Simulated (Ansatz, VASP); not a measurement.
## One calculation of Re, two programs

The input INCAR:

```
SYSTEM = Re
ALGO     = Fast           ! electronic algorithm
EDIFF    = 1E-7           ! SCF threshold, eV
ENCUT    = 520            ! plane-wave cutoff, eV
GGA      = PE             ! functional
ISIF     = 2              ! what is computed and relaxed
ISMEAR   = 0              ! smearing method
LASPH    = .TRUE.         ! aspherical terms in the spheres
LCHARG   = .TRUE.         ! write CHGCAR
LELF     = .TRUE.         ! ELF
LREAL    = .FALSE.        ! projectors in reciprocal space
LVHAR    = .TRUE.       
LWAVE    = .FALSE.        ! write WAVECAR
NBANDS   = 10             ! bands
NELM     = 80             ! most SCF steps
PREC     = Accurate       ! precision mode
SIGMA    = 0.15           ! smearing width, eV
```

KPOINTS

```
k-points
0
G
  10 10 10
  0 0 0
```

POSCAR

```
Re
1.0
    0.0000000000      1.9577236186      2.0653984176
    1.9577236186      0.0000000000      2.0653984176
    1.9577236186      1.9577236186      0.0000000000
Re
1
Direct
    0.0000000000      0.0000000000      0.0000000000
```

Input for Ansatz:

```yaml
crystal:
  lattice:
    - [0.0, 1.9577236186, 2.0653984176]
    - [1.9577236186, 0.0, 2.0653984176]
    - [1.9577236186, 1.9577236186, 0.0]
  atoms:
    - { symbol: Re, position: [0.0, 0.0, 0.0] }
basis:
  ecutwfc: 420
kpoints:
  mp_grid: { grid: [10, 10, 10] }
hamiltonian:
  xc: pbe
scf:
  occupations: { method: gaussian, width: 0.15 }
output:
  forces: true
  stress: true
  eigenvalues: true
```

Change from the starting cell: normal strain along x +0.0000, normal strain along z +0.0550.

Alike in both runs: task single point; functional PBE; k mesh 10 × 10 × 10; occupations gaussian, width 0.15 eV; no spin polarisation.

```csv
,VASP,Ansatz
version,VASP 6.6.1,Ansatz 0.2.0
potentials or method,"VASP PAW PBE potentials, release 64 (Re), cutoff 520 eV","scalar-relativistic, plane waves, PAW"
valence electrons in the cell,7,15
```

Ansatz gave:

```
gap on the k mesh at the Fermi level (eV)                     : none
pressure (GPa)                                                : -17.1
traceless stress, the component that is largest in VASP (GPa) : -9.56
```

Task: Which values does VASP return?

Result: gap on the k mesh at the Fermi level (eV): none; pressure (GPa): -17.9; traceless stress, the component that is largest in VASP (GPa): -9.45.

A gap of «none» marks a metal or a gap that the smearing closes. With one functional, cell and mesh, what is left measures potentials, basis and numerics. VASP's potentials hold 7 valence electrons a cell and Ansatz's 15, so a difference there can come from the potentials and not from the codes.

Neither program's run includes spin-orbit coupling.
